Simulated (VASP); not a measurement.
Write the native input for VASP 6.6.1 that does the following.

* Task: single point
* Functional: PBE
* Potentials or basis: VASP PAW PBE potentials, release 64 (Sc_sv, Ga_d, S)
* Cutoff: 520 eV
* k mesh: 4 × 4 × 4
* Occupations: gaussian, width 0.2 eV
* Spin: no spin polarisation
* Dipole correction: no
* Further INCAR settings: ALGO = Normal; EDIFF = 1e-06; NBANDS = 50

The structure of ScGa5S lies in POSCAR:

```
ScGa5S
1.0
    0.0000000000      4.8423400121      4.8423400121
    4.8423400121      0.0000000000      4.8423400121
    4.8423400121      4.8423400121      0.0000000000
Sc Ga S
1 5 1
Direct
    0.7500000000      0.7500000000      0.7500000000
    0.5946033797      0.5946033797      0.5946033797
    0.5946033797      0.5946033797      0.2161898609
    0.5946033797      0.2161898609      0.5946033797
    0.2161898609      0.5946033797      0.5946033797
    0.2500000000      0.2500000000      0.2500000000
    0.0000000000      0.0000000000      0.0000000000
```

One way to write it, as run:

INCAR

```
PREC = Accurate
ENCUT = 520
EDIFF = 1E-6
ISMEAR = 0
SIGMA = 0.2
LREAL = False
LASPH = True
NELM = 60
ALGO = Normal
ISIF = 2
LWAVE = False
LCHARG = True
GGA = PE
LELF = True
LVHAR = True
NBANDS = 50
```

KPOINTS

```
Automatic mesh
0
Gamma
  4 4 4
```

Potentials or basis: VASP PAW PBE potentials, release 64 (Sc_sv, Ga_d, S).

Run with:

```console
$ cat potpaw_PBE.64/Sc_sv/POTCAR potpaw_PBE.64/Ga_d/POTCAR potpaw_PBE.64/S/POTCAR > POTCAR
$ mpirun -np 1 vasp_std > vasp.out
```

Results of the run:

| Item | Value |
| --- | --- |
| Pressure | -0.1 GPa |
| Largest force | 0.064 eV/Å |
| Band gap on the k mesh | zero (band 41 reaches 1.16 eV, above the bottom of band 42 at 0.65 eV) |

Wall time 2.7 min on 1 thread of Intel(R) Xeon(R) Platinum 8559C (Emerald Rapids), on a shared host, peak memory 0.43 GiB.
